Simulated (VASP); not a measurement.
# Cs (Im-3m) in VASP: settings compared

Cs is run at these levels: BLYP, revPBE, RPBE; tasks: single point.

Everything below comes from runs of VASP 6.6.1. Logs are shortened: lines on timing, memory, paths and dates and some standing lists are left out, and cuts for length are marked.

**1. The cell of the first run**

It takes space group Im-3m (No. 229, cubic). The conventional cell has a = 6.067 Å, b = 6.067 Å, c = 6.067 Å, α = 90.00°, β = 90.00°, γ = 90.00°.

**2. Single point, BLYP**

Input file INCAR:

```
SYSTEM = Cs
PREC = Accurate ; ENCUT = 500
EDIFF = 1E-6 ; ISMEAR = -1
SIGMA = 0.05 ; LREAL = .False.
LASPH = .True. ; NELM = 120
ALGO = Normal ; ISIF = 2
LWAVE = .False. ; LCHARG = .True.
GGA = B5 ; ALDAX = 1.0
AGGAX = 1.0 ; AGGAC = 1.0
ALDAC = 0.0 ; LELF = .True.
LVHAR = .True. ; NBANDS = 10
GGA_COMPAT = .False.
```

Input file KPOINTS:

```
regular mesh
0
Gamma
  6 6 6
  0 0 0
```

Input file POSCAR:

```
Cs
1.0
   -3.0335000000      3.0335000000      3.0335000000
    3.0335000000     -3.0335000000      3.0335000000
    3.0335000000      3.0335000000     -3.0335000000
Cs
1
Direct
    0.0000000000      0.0000000000      0.0000000000
```

Potentials or basis: VASP PAW PBE potentials, release 64 (Cs_sv).

On the command line:

```bash
$ cat potpaw_PBE.64/Cs_sv/POTCAR > POTCAR
$ mpirun -np 1 vasp_std > vasp.out
```

OUTCAR:

```text
SYSTEM = Cs
   PREC = Accurate
   ENCUT = 500
   EDIFF = 1E-6
   ISMEAR = -1
   LREAL = .False.
   LASPH = .True.
   NELM = 120
   ISIF = 2
   GGA = B5

 ion  position               nearest neighbor table
   1  0.000  0.000  0.000-

  LATTYP: Found a body centered cubic cell.
 ALAT       =     6.0670000000

  Lattice vectors:

 A1 = (  -3.0335000000,   3.0335000000,   3.0335000000)
 A2 = (   3.0335000000,  -3.0335000000,   3.0335000000)
 A3 = (   3.0335000000,   3.0335000000,  -3.0335000000)

Analysis of symmetry for initial positions (statically):
=====================================================================
 Subroutine PRICEL returns:
 Original cell was already a primitive cell.

 Routine SETGRP: Setting up the symmetry group for a
 body centered cubic supercell.

 Subroutine GETGRP returns: Found 48 space group operations
 (whereof 48 operations were pure point group operations)
 out of a pool of 48 trial point group operations.

The static configuration has the point symmetry O_h .

Analysis of symmetry for dynamics (positions and initial velocities):
=====================================================================
 Subroutine PRICEL returns:
 Original cell was already a primitive cell.

 Routine SETGRP: Setting up the symmetry group for a
 body centered cubic supercell.

 Subroutine GETGRP returns: Found 48 space group operations
 (whereof 48 operations were pure point group operations)
 out of a pool of 48 trial point group operations.

The dynamic configuration has the point symmetry O_h .

 Subroutine INISYM returns: Found 48 space group operations
 (whereof 48 operations are pure point group operations),
 and found     1 'primitive' translations

----------------------------------------------------------------------------------------

                                     Primitive cell

  volume of cell :     111.6586

  direct lattice vectors                    reciprocal lattice vectors
    -3.033500000  3.033500000  3.033500000     0.000000000  0.164826108  0.164826108
     3.033500000 -3.033500000  3.033500000     0.164826108  0.000000000  0.164826108
     3.033500000  3.033500000 -3.033500000     0.164826108  0.164826108  0.000000000

  length of vectors
     5.254176125  5.254176125  5.254176125     0.233099318  0.233099318  0.233099318

  position of ions in fractional coordinates (direct lattice)
     0.000000000  0.000000000  0.000000000

  ion indices of the primitive-cell ions
   primitive index   ion index
                 1           1

----------------------------------------------------------------------------------------

 KPOINTS: regular mesh

Automatic generation of k-mesh.
 Grid dimensions read from file:
 generate k-points for:    6    6    6

 Generating k-lattice:

  Cartesian coordinates                     Fractional coordinates (reciprocal lattice)
     0.000000000  0.027471018  0.027471018     0.166666667  0.000000000  0.000000000
     0.027471018  0.000000000  0.027471018     0.000000000  0.166666667  0.000000000
     0.027471018  0.027471018  0.000000000     0.000000000  0.000000000  0.166666667

  Length of vectors
     0.038849886  0.038849886  0.038849886

  Shift w.r.t. Gamma in fractional coordinates (k-lattice)
     0.000000000  0.000000000  0.000000000

 Subroutine IBZKPT returns following result:
 ===========================================

 Found     16 irreducible k-points:

 Following reciprocal coordinates:
            Coordinates               Weight
  0.000000  0.000000  0.000000      1.000000
  0.166667  0.000000  0.000000     12.000000
  0.333333  0.000000  0.000000     12.000000
  0.500000  0.000000  0.000000      6.000000
  0.166667  0.166667  0.000000     24.000000
  0.333333  0.166667  0.000000     48.000000
[... 8 lines left out ...]
  0.500000  0.500000  0.333333     12.000000
  0.500000  0.500000  0.500000      1.000000
   k-points           NKPTS =     16   k-points in BZ     NKDIM =     16   number of bands    NBANDS=     10
   number of dos      NEDOS =    301   number of ions     NIONS =      1
   total plane-waves  NPLWV =  64000
   dimension x,y,z NGX =    40 NGY =   40 NGZ =   40
   dimension x,y,z NGXF=    80 NGYF=   80 NGZF=   80
   ions per type =               1
   NGX,Y,Z   is equivalent  to a cutoff of  12.66, 12.66, 12.66 a.u.
   NGXF,Y,Z  is equivalent  to a cutoff of  25.31, 25.31, 25.31 a.u.
 SYSTEM =  Cs
   PREC   = accura    normal or accurate (medium, high low for compatibility)
   ISTART =      0    job   : 0-new  1-cont  2-samecut
   ICHARG =      2    charge: 1-file 2-atom 10-const
   ISPIN  =      1    spin polarized calculation?
   LNONCOLLINEAR =      F non collinear calculations
   LSORBIT =      F    spin-orbit coupling
   LASPH  =      T    aspherical Exc in radial PAW
   ENCUT  =  500.0 eV  36.75 Ry    6.06 a.u.   9.58  9.58  9.58*2*pi/ulx,y,z
   NELM   =    120;   NELMIN=  2; NELMDL= -5     # of ELM steps
   EDIFF  = 0.1E-05   stopping-criterion for ELM
   LREAL  =      F    real-space projection
[... 7 lines left out ...]
   TEBEG  =    0.0;   TEEND  =   0.0 temperature during run
   PSTRESS=    0.0 pullay stress
   NELECT =       9.0000    total number of electrons
   NUPDOWN=      -1.0000    fix difference up-down
   EMIN   =  10.00;   EMAX   =-10.00  energy-range for DOS
   EFERMI =   0.00;   METHOD = LEGACY
   ISMEAR =    -1;   SIGMA  =   0.05  broadening in eV -4-tet -1-fermi 0-gaus
   EFERMI_NEDOS =   21; number of points for ismear=-14 and -15
   IALGO  =     38    algorithm
   IMIX   =      4    mixing-type and parameters
     AMIX     =   0.40;   BMIX     =  1.00
     AMIX_MAG =   1.60;   BMIX_MAG =  1.00
  volume/ion in A,a.u.               =     111.66       753.51
  Fermi-wavevector in a.u.,A,eV,Ry     =   0.707172  1.336361  6.804166  0.500092
  Thomas-Fermi vector in A             =   1.793149
   LORBIT       =      0    0 simple, 1 ext, 2 COOP (PROOUT), +10 PAW based schemes
   GGA     = B5    functional components
   LHFCALC =     F    Hartree Fock is set to
   AEXX    =    0.0000 exact exchange contribution
   IVDW    =     0    specifies the selected vdW correction
   LEPSILON=     F    determine dielectric tensor
   LRPA    =     F    only Hartree local field effects (RPA)
 non-spin polarized calculation
  energy-cutoff  :      500.00
  volume of cell :      111.66
 maximum number of plane-waves:      2899
 NGX is ok and might be reduce to    40
   NGX = 19   NGY = 19   NGZ = 19

 number of electron       8.9999999 magnetization

 Free energy of the ion-electron system (eV)
  ---------------------------------------------------
  ext. energy  EPLUGINS =         0.00000000
  ---------------------------------------------------
  free energy    TOTEN  =        -0.50927410 eV

  energy without entropy =       -0.49062159  energy(sigma->0) =       -0.49994784

 E-fermi :   0.9726     XC(G=0):  -5.0668

 val. band max:        0.9512969951   @ k =   0.5000   0.0000   0.0000
 cond. band min:       0.9953951301   @ k =   0.3333   0.1667   0.0000
 fundamental gap:      0.0440981350
 Fermi energy:         0.9726025753

 k-point     1 :       0.0000    0.0000    0.0000
  band No.  band energies     occupation
      1     -22.9744      2.00000
      2      -9.7553      2.00000
      3      -9.7553      2.00000
      4      -9.7553      2.00000
      5      -0.7252      2.00000
      6       3.2679      0.00000
      7       3.2679      0.00000
      8       3.2679      0.00000
      9       4.1676      0.00000
     10       4.1676      0.00000

 k-point     2 :       0.1667    0.0000    0.0000
  band No.  band energies     occupation
      1     -22.9724      2.00000
      2      -9.7947      2.00000
      3      -9.7682      2.00000
      4      -9.7553      2.00000
      5      -0.4129      2.00000
      6       2.9898      0.00000
      7       3.0120      0.00000
      8       3.5831      0.00000
      9       3.9462      0.00000
     10       4.1559      0.00000

 k-point     3 :       0.3333    0.0000    0.0000
  band No.  band energies     occupation
      1     -22.9684      2.00000
      2      -9.8710      2.00000
      3      -9.7937      2.00000
      4      -9.7554      2.00000
      5       0.3723      1.99999
      6       2.3259      0.00000
      7       2.6314      0.00000
      8       4.0769      0.00000
      9       4.2993      0.00000
     10       4.4810      0.00000

 k-point     4 :       0.5000    0.0000    0.0000
  band No.  band energies     occupation
      1     -22.9665      2.00000
      2      -9.9080      2.00000
      3      -9.8064      2.00000
      4      -9.7554      2.00000
      5       0.9513      1.20989
      6       2.0097      0.00000
      7       2.4784      0.00000
      8       3.9721      0.00000
      9       4.5535      0.00000
     10       5.4962      0.00000
[... 118 lines left out ...]
 k-point    14 :      -0.3333    0.3333    0.3333
  band No.  band energies     occupation
      1     -22.9635      2.00000
      2      -9.8563      2.00000
      3      -9.8363      2.00000
      4      -9.8363      2.00000
      5       1.2431      0.00891
      6       1.9810      0.00000
      7       3.3529      0.00000
      8       3.3529      0.00000
      9       3.5534      0.00000
     10       4.5095      0.00000

 k-point    15 :       0.5000    0.5000    0.3333
  band No.  band energies     occupation
      1     -22.9618      2.00000
      2      -9.8756      2.00000
      3      -9.8503      2.00000
      4      -9.8380      2.00000
      5       1.6751      0.00000
      6       1.6759      0.00000
      7       3.0482      0.00000
      8       3.4804      0.00000
      9       4.2516      0.00000
     10       5.2750      0.00000

 k-point    16 :       0.5000    0.5000    0.5000
  band No.  band energies     occupation
      1     -22.9603      2.00000
      2      -9.8647      2.00000
      3      -9.8647      2.00000
      4      -9.8647      2.00000
      5       1.5822      0.00001
      6       1.5822      0.00001
      7       4.1051      0.00000
      8       4.1051      0.00000
      9       4.1051      0.00000
     10       5.1960      0.00000

------------------------ aborting loop because EDIFF is reached ----------------------------------------

  FORCE on cell =-STRESS in cart. coord.  units (eV):
  Direction    XX          YY          ZZ          XY          YZ          ZX
  --------------------------------------------------------------------------------------
  -------------------------------------------------------------------------------------
  Total        0.1544975      0.1544975      0.1544975      0.0000000      0.0000000     -0.0000000
  in kB        2.2168685      2.2168685      2.2168685      0.0000000      0.0000000     -0.0000000
  external PRESSURE =       2.2168685 kB  Pullay stress =       0.0000000 kB

 VOLUME and BASIS-vectors are now :
 -----------------------------------------------------------------------------
  energy-cutoff  :      500.00
  volume of cell :      111.66
      direct lattice vectors                 reciprocal lattice vectors
    -3.033500000  3.033500000  3.033500000     0.000000000  0.164826108  0.164826108
     3.033500000 -3.033500000  3.033500000     0.164826108  0.000000000  0.164826108
     3.033500000  3.033500000 -3.033500000     0.164826108  0.164826108  0.000000000

 POSITION                                       TOTAL-FORCE (eV/Angst)
 -----------------------------------------------------------------------------------
      0.00000      0.00000      0.00000        -0.000000     -0.000000      0.000000
 -----------------------------------------------------------------------------------
    total drift:                               -0.000000     -0.000000     -0.000000

  FREE ENERGIE OF THE ION-ELECTRON SYSTEM (eV)
  ---------------------------------------------------
  free  energy   TOTEN  =        -0.5092740957 eV

  energy  without entropy=       -0.4906215874  energy(sigma->0) =       -0.49994784
```

Wall time 41 s (1 thread of Intel Xeon 8259CL, shared host); peak memory 0.23 GiB.

Results:

```yaml
Free_energy: -0.5093 eV
Pressure: 0.2 GPa
```

Caveat: the PAW data sets were made with another functional, which shifts forces and pressure a little; spin-orbit coupling is left out, which moves the levels of the heavy elements.

**3. Single point, revPBE**

Input file INCAR:

```
PREC = Accurate
ENCUT = 500
EDIFF = 1E-6
ISMEAR = -1
SIGMA = 0.05
LREAL = F
LASPH = T
NELM = 120
ALGO = Normal
ISIF = 2
LWAVE = F
LCHARG = T
GGA = RE
LELF = T
LVHAR = T
NBANDS = 10
GGA_COMPAT = F
```

Input file KPOINTS:

```
regular mesh
0
Gamma
  6 6 6
```

POSCAR is that of step 2.

Potentials or basis: VASP PAW PBE potentials, release 64 (Cs_sv).

On the command line:

```bash
$ cat potpaw_PBE.64/Cs_sv/POTCAR > POTCAR
$ mpirun -np 1 vasp_std > vasp.out
```

It took 26 s on 1 thread of Intel Xeon 8259CL, shared host; peak memory 0.23 GiB.

Results (log left out):

- Free energy: -0.7338 eV
- Pressure: 0.3 GPa

Levels at points of the mesh, in eV from the Fermi level:
```csv
k point,band 1,band 2,band 3,band 4,band 5,band 6,band 7,band 8,band 9
"(0.00, 0.00, 0.00)",-23.90,-10.65,-10.65,-10.65,-1.71,2.53,2.53,2.53,3.38
"(0.50, 0.00, 0.00)",-23.90,-10.80,-10.70,-10.65,0.03,0.86,1.65,3.26,3.86
"(0.50, 0.50, 0.50)",-23.89,-10.76,-10.76,-10.76,0.60,0.60,3.08,3.08,3.08
```

Caveat: the PAW data sets were made with another functional, which shifts forces and pressure a little; spin-orbit coupling is left out, which moves the levels of the heavy elements.

**4. Single point, RPBE**

Input file INCAR:

```
ALGO = Normal
EDIFF = 1E-6
ENCUT = 500
GGA = RP
GGA_COMPAT = False
ISIF = 2
ISMEAR = -1
LASPH = True
LCHARG = False
LREAL = False
LWAVE = False
NBANDS = 10
NELM = 120
PREC = Accurate
SIGMA = 0.05
```

Input file KPOINTS:

```
k-points
0
Gamma
  6 6 6
```

POSCAR is that of step 3.

On the command line:

```bash
$ cat potpaw_PBE.64/Cs_sv/POTCAR > POTCAR
$ mpirun -np 1 vasp_std > vasp.out
```

It took 23 s on 1 thread of Intel Xeon 8259CL, shared host; peak memory 0.23 GiB.

Results (log left out):

| Quantity | Value |
| --- | --- |
| Free energy | -0.7141 eV |
| Pressure | 0.4 GPa |

Levels at points of the mesh, in eV from the Fermi level:
| k point | band 1 | band 2 | band 3 | band 4 | band 5 | band 6 | band 7 | band 8 | band 9 |
| --- | --- | --- | --- | --- | --- | --- | --- | --- | --- |
| (0.00, 0.00, 0.00) | -23.91 | -10.67 | -10.67 | -10.67 | -1.71 | 2.53 | 2.53 | 2.53 | 3.38 |
| (0.50, 0.00, 0.00) | -23.90 | -10.81 | -10.72 | -10.67 | 0.03 | 0.86 | 1.65 | 3.26 | 3.86 |
| (0.50, 0.50, 0.50) | -23.90 | -10.77 | -10.77 | -10.77 | 0.59 | 0.59 | 3.08 | 3.08 | 3.08 |

Caveat: the PAW data sets were made with another functional, which shifts forces and pressure a little; spin-orbit coupling is left out, which moves the levels of the heavy elements.

**5. The runs side by side**

```tsv
level	gap on the mesh (eV)	pressure (GPa)
BLYP	none	0.2
revPBE	none	0.3
RPBE	none	0.4
```

Alike in all rows: task single point; potentials or basis VASP PAW PBE potentials, release 64 (Cs_sv); no spin polarisation; cell as given; k mesh 6 × 6 × 6; cutoff (eV) 500; smearing fermi-dirac 0.05 eV.

Every run on the cell as given and a fine mesh finds a metal.

Caveats: the PAW data sets were made with another functional, which shifts forces and pressure a little; spin-orbit coupling is left out, which moves the levels of the heavy elements.

Absolute energies hang on the potentials; compare differences alone.
